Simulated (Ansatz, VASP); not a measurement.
**One calculation of GaP, two programs**

```
Ga P
1.0
     3.67408    0.00000    0.00000
     0.00000    3.75575    0.00000
     0.00000    0.00000    9.33642
Ga P
3 3
Direct
  0.50000 0.50000 0.17211
  0.50000 0.50000 0.82789
  0.00000 0.00000 0.50000
  0.50000 0.00000 0.32600
  0.00000 0.50000 0.00000
  0.50000 0.00000 0.67400
```

Alike in both runs: functional PBE; k mesh 10 × 10 × 4; occupations gaussian, width 0.1 eV; no spin polarisation.

Ansatz relaxed the structure, and its values are those at the end. VASP's run is a single point on that final structure, the one shown.

|  | VASP | Ansatz |
| --- | --- | --- |
| version | VASP 6.6.1 | Ansatz 0.2.0 |
| potentials or method | VASP PAW PBE potentials, release 64 (Ga_d, P), cutoff 520 eV | scalar-relativistic, plane waves, PAW |
| valence electrons in the cell | 54 | 54 |

|  | VASP | Ansatz | Ansatz less VASP |
| --- | --- | --- | --- |
| gap on the k mesh at the Fermi level (eV) | none | none | - |
| pressure (GPa) | 0.0 | 0.0 | -0.03 |

A gap of «none» marks a metal or a gap that the smearing closes.
